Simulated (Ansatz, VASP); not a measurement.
# One calculation of CdS, two programs

```xyz
2
Lattice="0.0000 2.8969 2.8969 2.8969 0.0000 2.8969 2.8969 2.8969 0.0000" Properties=species:S:1:pos:R:3 pbc="T T T"
Cd    0.0000    0.0000    0.0000
S     4.3454    4.3454    4.3454
```

Change from the starting cell: volume scaled by 0.98.

Alike in both runs: task single point; functional LDA; k mesh 8 × 8 × 8; occupations fermi-dirac, width 0.05 eV; no spin polarisation.

|  | VASP | Ansatz |
| --- | --- | --- |
| version | VASP 6.6.1 | Ansatz 0.2.0 |
| potentials or method | VASP PAW LDA potentials, release 64 (Cd, S), cutoff 520 eV | all-electron LAPW, scalar-relativistic |

Ansatz gave:

* gap on the k mesh at the Fermi level (eV): 0.90
* least direct gap on the mesh (eV): 0.90
* pressure (GPa): -1.2

Q: What did VASP give for the same quantities?

A: gap on the k mesh at the Fermi level (eV): 0.94; least direct gap on the mesh (eV): 0.94; pressure (GPa): -0.8.

LDA's correlation is that of Perdew and Zunger in VASP and of Perdew and Wang (1992) in Ansatz. Ansatz ran all-electron here, and VASP with PAW potentials.
